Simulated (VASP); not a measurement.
Set up this calculation in VASP 6.6.1, as the native input.

| Property | Result |
| --- | --- |
| Task | single point |
| Functional | PBE |
| Potentials or basis | VASP PAW PBE potentials, release 64 (Ba_sv, Ti_sv, O_h) |
| Cutoff | 910 eV |
| k mesh | 8 × 8 × 6 |
| Occupations | gaussian, width 0.02 eV |
| Spin | no spin polarisation |
| Dipole correction | no |
| Further INCAR settings | ALGO = Normal; EDIFF = 1e-06; NBANDS = 28 |

The structure of BaTiO3 lies in POSCAR:

```
BaTiO3
1.0
    3.9854497962      0.0000000000      0.0000000000
    0.0000000000      3.9854497962      0.0000000000
    0.0000000000      0.0000000000      4.2004826514
Ba Ti O
1 1 3
Direct
    0.5000000000      0.5000000000      0.5912757175
    0.0000000000      0.0000000000      0.1084227160
    0.0000000000      0.5000000000      0.0602445497
    0.5000000000      0.0000000000      0.0602445497
    0.0000000000      0.0000000000      0.5398094571
```

One way to write it, as run:

INCAR

```
SYSTEM = BaTiO3
PREC = Accurate ; ENCUT = 910
EDIFF = 1E-6 ; ISMEAR = 0
SIGMA = 0.02 ; LREAL = .FALSE.
LASPH = .TRUE. ; NELM = 120
ALGO = Normal ; ISIF = 2
LWAVE = .FALSE. ; LCHARG = .FALSE.
GGA = PE ; NBANDS = 28
GGA_COMPAT = .FALSE.
```

KPOINTS

```
regular mesh
0
G
  8 8 6
  0 0 0
```

Potentials or basis: VASP PAW PBE potentials, release 64 (Ba_sv, Ti_sv, O_h).

Launch:

```bash
$ cat potpaw_PBE.64/Ba_sv/POTCAR potpaw_PBE.64/Ti_sv/POTCAR potpaw_PBE.64/O_h/POTCAR > POTCAR
$ mpirun -np 1 vasp_std > vasp.out
```

Results of the run:

- Pressure: 1.3 GPa
- Largest force: 0.050 eV/Å
- Band gap on the k mesh: 1.79 eV (least direct gap 2.36 eV)

Caveat: the cutoff is under 1.25 times the usual one of these potentials, so pressure, stress and relaxed cells hold a basis-set (Pulay) error; spin-orbit coupling is left out, which moves the levels of the heavy elements.

Wall time 2.1 min on 1 thread of Intel(R) Xeon(R) 6975P-C (Granite Rapids) (shared host), peak memory 0.42 GiB.
